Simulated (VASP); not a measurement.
# H2C3F4 in VASP: a series of runs, part 2 of 3

VASP 6.6.1.

## (4) Single point, PBE

INCAR

```
SYSTEM = H2C3F4
  PREC = Accurate
  ENCUT = 520
  EDIFF = 1E-7
  ISMEAR = -1
  SIGMA = 0.02
  LREAL = Auto
  LASPH = .True.
  NELM = 100
  ALGO = Normal
  ISIF = 2
  LWAVE = .False.
  LCHARG = .False.
  GGA = PE
  NBANDS = 108
```

KPOINTS

```
Automatic mesh
0
Gamma
  1 1 1
  0 0 0
```

POSCAR

```
H2C3F4
1.0
    9.4248930000      0.0000000000      0.0000000000
    0.0000000000      9.4248930000      0.0000000000
    0.0000000000      0.0000000000      9.4248930000
C H F
12 8 16
Direct
    0.2280131987      0.2807671132      0.7322099041
    0.1239377466      0.2732126508      0.6649306257
    0.6656521193      0.1624315523      0.0905898879
    0.6288028946      0.0506955357      0.0399792337
    0.7066393221      0.6213227036      0.6774082210
    0.6416942877      0.5128864593      0.6982254334
    0.7864916875      0.2210847380      0.3946994412
    0.9069917292      0.1767234917      0.3524814552
    0.1698905229      0.6998700144      0.6925489764
    0.6398481129      0.6056089974      0.2125753576
    0.6082191066      0.9802657707      0.5594546272
    0.2235993555      0.3672826843      0.0743138410
    0.0459739967      0.2223261314      0.5869987065
    0.3244068659      0.2970962111      0.7779398663
    0.5381811762      0.0030875682     -0.0135173948
    0.6925701968      0.2495306843      0.1437576002
    0.5850676501      0.4295645585      0.7363160515
    0.7384699222      0.7378439204      0.6636149609
    1.0190884926      0.1555030917      0.3475477122
    0.7319234287      0.3093616023      0.4643872350
    0.2958442075      0.6389780765      0.7042626373
    0.1379538208      0.6944588124      0.5627650096
    0.0736347882      0.6380762095      0.7616001582
    0.1977104674      0.8439034799      0.7373982919
    0.7655471526      0.6365058999      0.2334031803
    0.5657464758      0.6269036688      0.3319825488
    0.5904470215      0.6952757978      0.1095927561
    0.6199433776      0.4684721620      0.1956308682
    0.7061300325      1.0155552960      0.6680924653
    0.7056631837      0.9250396795      0.4676763970
    0.5111676069      0.9006043888      0.6167072666
    0.5805370947      1.0997790638      0.4923026712
    0.1287547774      0.4557293117      0.0812635220
    0.2769898820      0.3312716654      0.2083206674
    0.1739117887      0.2528728973      0.0282974035
    0.3274732138      0.4202063620     -0.0126791890
```

Run with:

```console
$ cat potpaw_PBE.64/C/POTCAR potpaw_PBE.64/H/POTCAR potpaw_PBE.64/F/POTCAR > POTCAR
$ mpirun -np 1 vasp_gam > vasp.out
```

Run time: 3.8 min. Hardware: 1 thread of Oxide Virtual Turin-like, shared host; peak memory 0.63 GiB.

Results (log left out):

```yaml
Free_energy: -189.3764 eV
Pressure: 2.7 GPa
Largest_force: 6.855 eV/Å
Band_gap_on_the_k_mesh: 4.32 eV
```

Forces in eV/Å, atoms in the order of the input:
```
C    2.038  0.293  1.025
C   -4.848 -2.106 -4.092
C   -0.571 -2.232 -1.212
C   -1.644 -0.064 -0.789
C    0.249  2.515 -0.244
C    1.217  1.826 -0.434
C    4.394  1.260  0.211
C   -3.976  1.979  2.075
C    3.540  2.843  0.889
C   -4.325  0.647  0.557
C    5.755  1.384  0.561
C    4.873 -1.243  1.553
H    0.896  1.375  1.551
H    1.857  0.333  1.178
H    0.815 -0.655  0.074
H    1.274  2.794  1.624
H   -1.158 -2.128  0.609
H   -0.174 -2.363  0.126
H   -0.188 -0.508 -0.601
H    0.603 -2.109 -1.788
F    1.407 -1.052  0.970
F   -1.312  0.893 -4.508
F   -2.447 -1.111  3.031
F   -1.183 -1.535 -0.374
F    5.697  0.888  0.561
F   -1.088  1.390  1.246
F   -0.433 -1.069 -0.212
F    0.099 -1.694 -2.155
F   -1.360  0.175  0.749
F   -1.076 -2.651 -0.706
F   -0.879 -0.059 -0.914
F   -3.171  0.662  0.569
F   -4.501  5.059  1.062
F    0.380  1.059 -0.476
F   -1.304 -4.515 -2.303
F    0.544 -0.281  0.587
```

Stress tensor (GPa, compression positive):
```
3.23 0.16 1.10
0.16 2.52 0.96
1.10 0.96 2.42
```

Levels at points of the mesh, in eV from the valence-band top:
```
           k point  band 81  band 82  band 83  band 84  band 85  band 86  band 87  band 88
(0.00, 0.00, 0.00)    -0.54    -0.33    -0.24     0.00     4.32     5.40     5.44     5.66
```

Caveat: the k points lie up to 0.67 Å⁻¹ apart.

## (5) Single point, PBE

INCAR

```
SYSTEM = H2C3F4
PREC = Accurate
ENCUT = 520
EDIFF = 1E-7
ISMEAR = -1
SIGMA = 0.02
LREAL = Auto
LASPH = .TRUE.
NELM = 80
ALGO = Normal
ISIF = 2
LWAVE = .FALSE.
LCHARG = .FALSE.
GGA = PE
NBANDS = 108
```

KPOINTS

```
Automatic mesh
0
G
  1 1 1
  0 0 0
```

POSCAR

```
H2C3F4
1.0
    9.4248930000      0.0000000000      0.0000000000
    0.0000000000      9.4248930000      0.0000000000
    0.0000000000      0.0000000000      9.4248930000
C H F
12 8 16
Direct
    0.2161828256      0.2710481700      0.7521252496
    0.1447867896      0.2817114210      0.6421717467
    0.6648881849      0.1913443474      0.0461543701
    0.6705328114      0.0670246336      0.0405627947
    0.6995623186      0.5959006643      0.6674346329
    0.6334501622      0.5056184723      0.7354778457
    0.7865447385      0.2520877425      0.3957392408
    0.8754051638      0.1859437555      0.3248737147
    0.1681292297      0.7009098140      0.6747768914
    0.6242192882      0.6179168294      0.2221245376
    0.6264474302      1.0026532927      0.5894496627
    0.2212969420      0.3634205715      0.0641811000
    0.0775075112      0.2580825056      0.5468497096
    0.3178391521      0.2709845088      0.8100993826
    0.6498323111     -0.0541544610      0.0337722667
    0.6684001611      0.2995471673      0.0797144328
    0.5338097738      0.4882071340      0.8008260677
    0.7330905507      0.6922094500      0.6017681050
    0.9646687766      0.1536356964      0.2577323690
    0.7101088575      0.3082263109      0.4519945213
    0.2825071860      0.6089087696      0.6948301694
    0.1656782735      0.6991273004      0.5394862308
    0.0628229944      0.6742782120      0.7536000674
    0.2032914326      0.8349378608      0.6944057614
    0.7616532092      0.6500763457      0.2461778611
    0.5595713394      0.6259699712      0.3518342330
    0.5666483429      0.6976418724      0.1212321456
    0.6255455632      0.4798144658      0.1650522717
    0.7154670085      1.0265050224      0.6930476558
    0.6952227468      0.9534431850      0.4663925628
    0.5329079068      0.8963496986      0.6055877770
    0.5495659208      1.1265698189      0.5615236162
    0.1200013623      0.4566205685      0.0355547803
    0.2655839170      0.3681739411      0.1916732636
    0.1805431637      0.2388886537      0.0299525947
    0.3282477584      0.4062221184     -0.0219949447
```

Potentials or basis: VASP PAW PBE potentials, release 64 (C, H, F).

Run with:

```console
$ cat potpaw_PBE.64/C/POTCAR potpaw_PBE.64/H/POTCAR potpaw_PBE.64/F/POTCAR > POTCAR
$ mpirun -np 1 vasp_gam > vasp.out
```

OUTCAR:

```text
SYSTEM = H2C3F4
   PREC = Accurate
   ENCUT = 520
   EDIFF = 1E-7
   ISMEAR = -1
   LREAL = Auto
   LASPH = .TRUE.
   NELM = 80
   ISIF = 2
   GGA = PE

 ion  position               nearest neighbor table
   1  0.216  0.271  0.752-  14 1.10   2 1.24
   2  0.145  0.282  0.642-  13 1.12   1 1.24
   3  0.665  0.191  0.046-  16 1.07   4 1.17
   4  0.671  0.067  0.041-  15 1.16   3 1.17
   5  0.700  0.596  0.667-  18 1.14   6 1.23
   6  0.633  0.506  0.735-  17 1.13   5 1.23
   7  0.787  0.252  0.396-  20 1.04   8 1.24
   8  0.875  0.186  0.325-  19 1.10   7 1.24
   9  0.168  0.701  0.675-  23 1.26  22 1.28  24 1.32  21 1.40
[... 369 lines left out ...]
  in kB       -0.4749661      8.2761670      9.4855407      8.2024361      1.7111894      4.8006937
  external PRESSURE =       5.7622472 kB  Pullay stress =       0.0000000 kB

 VOLUME and BASIS-vectors are now :
 -----------------------------------------------------------------------------
  energy-cutoff  :      520.00
  volume of cell :      837.20
      direct lattice vectors                 reciprocal lattice vectors
     9.424893000  0.000000000  0.000000000     0.106102000  0.000000000  0.000000000
     0.000000000  9.424893000  0.000000000     0.000000000  0.106102000  0.000000000
     0.000000000  0.000000000  9.424893000     0.000000000  0.000000000  0.106102000

 POSITION                                       TOTAL-FORCE (eV/Angst)
 -----------------------------------------------------------------------------------
      2.03750      2.55460      7.08870         0.313005      0.123492     -2.594915
      1.36460      2.65510      6.05240         0.208613     -1.055199      0.645705
      6.26650      1.80340      0.43500         0.059256      3.820581      0.655666
      6.31970      0.63170      0.38230        -0.836407     -6.770761     -0.565247
      6.59330      5.61630      6.29050        -0.591742      0.627276     -0.276891
      5.97020      4.76540      6.93180        -1.008450      1.840427      0.063561
[... 28 lines left out ...]
      1.70160      2.25150      0.28230        -0.996366     -3.104427     -0.300577
      3.09370      3.82860      9.21759         1.487979      0.079183     -0.148775
 -----------------------------------------------------------------------------------
    total drift:                                0.006002     -0.040224     -0.020715

  FREE ENERGIE OF THE ION-ELECTRON SYSTEM (eV)
  ---------------------------------------------------
  free  energy   TOTEN  =      -190.8902701879 eV

  energy  without entropy=     -190.8902701879  energy(sigma->0) =     -190.89027019
```

stdout:

```text
POSCAR found type information on POSCAR C H F
 POSCAR found :  3 types and      36 ions
 scaLAPACK will be used
 LDA part: xc-table for (Slater+PW92), standard interpolation
 POSCAR, INCAR and KPOINTS ok, starting setup
 FFT: planning ... GRIDC
 FFT: planning ... GRID_SOFT
 FFT: planning ... GRID
 WAVECAR not read
 entering main loop
```

Wall time 3.5 min (1 thread of Oxide Virtual Turin-like, shared host); peak memory 0.62 GiB.

What came out:

```yaml
Free_energy: -190.8903 eV
Pressure: 0.6 GPa
Largest_force: 6.846 eV/Å
Band_gap_on_the_k_mesh: 4.82 eV
```

Forces on the atoms (eV/Å):
```
C    0.313  0.123 -2.595
C    0.209 -1.055  0.646
C    0.059  3.821  0.656
C   -0.836 -6.771 -0.565
C   -0.592  0.627 -0.277
C   -1.008  1.840  0.064
C    3.037 -1.914 -2.305
C   -0.972  1.749  1.040
C    4.828  0.514 -0.296
C    1.204 -1.680  0.329
C   -1.237 -0.019 -3.164
C    0.481  2.279 -2.535
H    0.595  0.618  1.315
H   -1.245 -0.098 -0.349
H    0.704  2.594  0.060
H    0.057 -0.006 -0.429
H    1.720 -0.509 -0.837
H   -0.076 -2.027  1.053
H   -0.781 -0.098  0.503
H   -0.951  0.567  0.778
F   -0.377  0.158  1.904
F   -2.911 -1.371 -4.874
F   -2.630 -1.602  1.037
F    1.113  2.389  2.247
F   -0.235  0.409 -0.367
F   -0.212 -0.243 -1.638
F   -0.264  0.571  0.534
F   -0.589  1.283  1.225
F    0.098 -0.338  0.339
F    0.253  1.287  1.071
F   -0.350  0.212  1.616
F    1.018 -1.363  0.289
F   -1.592  0.851  0.601
F    0.677  0.225  3.376
F   -0.996 -3.104 -0.301
F    1.488  0.079 -0.149
```

Stress tensor (GPa, compression positive):
```
-0.05  0.82  0.48
 0.82  0.83  0.17
 0.48  0.17  0.95
```

Caveat: the k points lie up to 0.67 Å⁻¹ apart.

[end of part 2 of 3]
